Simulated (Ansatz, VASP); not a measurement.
## One calculation of ZnS, two programs

INCAR

```
SYSTEM = ZnS
  ALGO = Normal
  EDIFF = 1E-7
  EDIFFG = -0.002
  ENCUT = 600
  IBRION = 2
  ISIF = 3
  ISMEAR = -1
  LASPH = .TRUE.
  LCHARG = .FALSE.
  LREAL = .FALSE.
  LWAVE = .FALSE.
  NELM = 60
  NSW = 100
  PREC = Accurate
  SIGMA = 0.1
```

The input KPOINTS:

```
k-points
0
G
  12 12 12
  0 0 0
```

The input POSCAR:

```
ZnS
1.0
    0.0000000000      2.7020000000      2.7020000000
    2.7020000000      0.0000000000      2.7020000000
    2.7020000000      2.7020000000      0.0000000000
Zn S
1 1
Direct
    0.7500000000      0.7500000000      0.7500000000
    0.0000000000      0.0000000000      0.0000000000
```

Input for Ansatz:

```yaml
crystal:
  lattice:
    - [0.0, 2.702, 2.702]
    - [2.702, 0.0, 2.702]
    - [2.702, 2.702, 0.0]
  atoms:
    - { symbol: Zn, position: [0.75, 0.75, 0.75] }
    - { symbol: S, position: [0.0, 0.0, 0.0] }
kpoints:
  mp_grid: { grid: [12, 12, 12] }
scf:
  occupations: { method: fermi_dirac, width: 0.1 }
hamiltonian:
  xc: lda
  pseudopotentials: { kind: paw }
relax:
  f_tol: 0.002
  max_steps: 80
  cell: {}
output:
  forces: true
  stress: true
```

Alike in both runs: task relaxation of cell and atoms; functional LDA; k mesh 12 × 12 × 12; occupations fermi-dirac, width 0.1 eV; no spin polarisation.

```csv
,VASP,Ansatz
version,VASP 6.6.1,Ansatz 0.2.0
potentials or method,"VASP PAW LDA potentials, release 64 (Zn, S)","PAW with Ansatz's default frozen-core files, scalar-relativistic"
plane-wave cutoff (eV),600,420
valence electrons in the cell,18,18
```

Ansatz gave:

| Quantity | Value |
| --- | --- |
| relaxed volume (Å³/atom) | 18.58 |
| relaxed cell length with the largest relative difference (Å) | 3.745 |

Q: Estimate VASP's values.

A: Relaxed volume (Å³/atom): 18.63; relaxed cell length with the largest relative difference (Å): 3.749.

LDA's correlation is that of Perdew and Zunger in VASP and of Perdew and Wang (1992) in Ansatz.
